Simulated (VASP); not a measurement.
# GaCuSe2: single point with r2SCAN

The system is GaCuSe2.

```
CELL_PARAMETERS angstrom
1.85861 1.07307 6.07361
-1.85861 1.07307 6.07361
0.00000 -2.14614 6.07361
ATOMIC_POSITIONS crystal
Cu 0.00000 0.00000 0.00000
Ga 0.50000 0.50000 0.50000
Se 0.25135 0.25135 0.25135
Se 0.74865 0.74865 0.74865
```

```json
{"Program": "VASP 6.6.1", "Task": "single point", "Functional": "r2SCAN", "Potentials or basis": "VASP PAW PBE potentials, release 64 (Cu, Ga_d, Se)", "Cutoff": "520 eV", "k mesh": "6 × 6 × 6", "Occupations": "gaussian, width 0.5 eV", "Spin": "no spin polarisation"}
```

The pressure is 0.4 GPa. The largest force is 0.071 eV/Å. The band gap on the k mesh is zero (bands 18 and 19 overlap by 0.31 eV).

Forces on the atoms (eV/Å):
```
Cu   0.000  0.000  0.000
Ga   0.000  0.000  0.000
Se   0.000  0.000  0.071
Se   0.000  0.000 -0.071
```

Stress tensor (GPa, compression positive):
```
0.40 0.00 0.00
0.00 0.40 0.00
0.00 0.00 0.28
```

Levels at points of the mesh, in eV from the Fermi level:
| k point | band 16 | band 17 | band 18 | band 19 | band 20 | band 21 |
| --- | --- | --- | --- | --- | --- | --- |
| (0.00, 0.00, 0.00) | -1.22 | -0.11 | -0.11 | 0.53 | 3.13 | 4.28 |
| (0.50, 0.00, 0.00) | -2.08 | -1.34 | -1.29 | 0.33 | 2.11 | 6.17 |
| (0.50, 0.50, 0.00) | -2.19 | -1.56 | -0.07 | 0.06 | 3.18 | 4.43 |
| (0.50, 0.50, 0.50) | -1.15 | -0.31 | -0.31 | 2.57 | 3.43 | 5.24 |

Run time: 5.9 min on 1 thread of AMD EPYC 9R45 96-Core Processor (Zen 5) (shared host), peak memory 0.36 GiB.

Caveat: so wide a smearing shifts energies and pressures; the PAW data sets were made with another functional, which shifts forces and pressure a little. With open d or f shells a metallic result of r2SCAN can be an artefact of self-interaction; +U or a hybrid may open a gap.
